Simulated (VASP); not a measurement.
Here is a VASP 6.6.1 calculation.

INCAR

```
SYSTEM = C
ALGO = Normal ; EDIFF = 1E-6
ENCUT = 600 ; GGA = CA
GGA_COMPAT = .FALSE. ; ISIF = 2
ISMEAR = 0 ; LASPH = .TRUE.
LCHARG = .FALSE. ; LREAL = .FALSE.
LWAVE = .FALSE. ; NBANDS = 11
NELM = 120 ; PREC = Accurate
SIGMA = 0.1
```

File KPOINTS:

```
k-points
0
G
  10 10 10
  0 0 0
```

The input POSCAR:

```
C
1.0
    0.0000000000      1.7660493893      1.7660493893
    1.7660493893      0.0000000000      1.7660493893
    1.7660493893      1.7660493893      0.0000000000
C
2
Direct
    0.5000000000      0.5000000000      0.5000000000
    0.7500000000      0.7500000000      0.7500000000
```

Potentials or basis: VASP PAW LDA potentials, release 64 (C).

Run with:

```sh
$ cat potpaw_LDA.64/C/POTCAR > POTCAR
$ mpirun -np 1 vasp_std > vasp.out
```

Question: What does it give for the band gap on the k mesh?

Answer: 4.20 eV (least direct gap 5.63 eV).

Question: Predict the pressure.

Answer: 0.7 GPa.

A k mesh can miss the band edges. Expect the measured gap to be larger: semilocal functionals such as LDA lack the derivative discontinuity.
